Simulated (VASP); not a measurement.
Runs of VASP 6.6.1 on MgF2. The structure is that of space group P4_2/mnm (No. 136), or close to it. The cells are those of the table. 

```csv
task,cell,gap on the mesh (eV),pressure (GPa)
single point,"a = 4.663, b = 4.663, c = 3.076 Å, 6 atoms",6.93,0.9
relaxation of shape and atoms at fixed volume,"relaxed from a = 4.631, b = 4.631, c = 3.055 Å, 6 atoms",(b),3.1
single point,"a = 4.698, b = 4.698, c = 3.093 Å, 6 atoms",6.80,-1.0
single point,"a = 4.732, b = 4.732, c = 3.109 Å, 6 atoms",6.67,-2.7
relaxation of shape and atoms at fixed volume,"relaxed from a = 4.666, b = 4.666, c = 3.072 Å, 6 atoms",6.93,0.9
single point,"a = 4.767, b = 4.767, c = 3.124 Å, 6 atoms",(c),-4.2
relaxation of cell and atoms,"relaxed from a = 4.637, b = 4.637, c = 3.026 Å, 6 atoms",(a),0.0
```

Alike in all rows: level PBE; potentials or basis VASP PAW PBE potentials, release 64 (Mg, F); no spin polarisation; k mesh 6 × 6 × 10; cutoff (eV) 600; smearing gaussian 0.05 eV.

Problem. Fill in the values left out.

Solution. (a) 6.86; (b) 7.07; (c) 6.55.

Caveats: the cell stands under tension (at least some runs).

A k mesh can miss the band edges.
